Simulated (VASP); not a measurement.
Set up this calculation in VASP 6.6.1, as the native input.

- Task: single point
- Functional: r2SCAN
- Potentials or basis: VASP PAW PBE potentials, release 64 (Pt, Se)
- Cutoff: 520 eV
- k mesh: 7 × 7 × 4
- Occupations: methfessel-paxton, width 0.1 eV
- Spin: no spin polarisation
- Dipole correction: no
- Further INCAR settings: ALGO = Normal; EDIFF = 1e-06; NBANDS = 18

Crystal: PtSe2.

```
CELL_PARAMETERS angstrom
3.72400 0.00000 0.00000
-1.86200 3.22508 0.00000
0.00000 0.00000 5.06200
ATOMIC_POSITIONS crystal
Pt 0.00000 0.00000 0.00000
Se 0.33333 0.66667 0.25000
Se 0.66667 0.33333 0.75000
```

One way to write it, as run:

POSCAR

```
PtSe2
1.0
    3.7240000000      0.0000000000      0.0000000000
   -1.8620000000      3.2250786000      0.0000000000
    0.0000000000      0.0000000000      5.0620000000
Pt Se
1 2
Direct
    0.0000000000      0.0000000000      0.0000000000
    0.3333333333      0.6666666667      0.2500000000
    0.6666666667      0.3333333333      0.7500000000
```

INCAR.step1

```
SYSTEM = PtSe2
PREC = Accurate
ENCUT = 520
ISMEAR = 1
SIGMA = 0.1
LREAL = .FALSE.
LASPH = .TRUE.
NELM = 80
NBANDS = 18
GGA = PE
ALGO = Normal
EDIFF = 1E-4
LWAVE = .TRUE.
LCHARG = .FALSE.
```

INCAR.step2

```
SYSTEM = PtSe2
PREC = Accurate
ENCUT = 520
EDIFF = 1E-6
ISMEAR = 1
SIGMA = 0.1
LREAL = .FALSE.
LASPH = .TRUE.
NELM = 80
ALGO = Normal
ISIF = 2
LWAVE = .FALSE.
LCHARG = .FALSE.
METAGGA = R2SCAN
LMIXTAU = .TRUE.
NBANDS = 18
ISTART = 1
```

KPOINTS

```
regular mesh
0
G
  7 7 4
  0 0 0
```

Potentials or basis: VASP PAW PBE potentials, release 64 (Pt, Se).

The run is started by

```sh
$ cat potpaw_PBE.64/Pt/POTCAR potpaw_PBE.64/Se/POTCAR > POTCAR
$ cp INCAR.step1 INCAR
$ mpirun -np 1 vasp_std > vasp.out
$ cp INCAR.step2 INCAR
$ mpirun -np 1 vasp_std > vasp.out
```

Results of the run:

```yaml
Pressure: 5.0 GPa
Largest_force: 0.374 eV/Å
Band_gap_on_the_k_mesh: zero (bands 11 and 12 overlap by 0.38 eV)
```

Caveat: the cell stands under pressure; the PAW data sets were made with another functional, which shifts forces and pressure a little; spin-orbit coupling is left out, which moves the levels of the heavy elements.

Wall time 3.1 min on 1 thread of AMD EPYC 7R13 (shared host), peak memory 0.16 GiB.
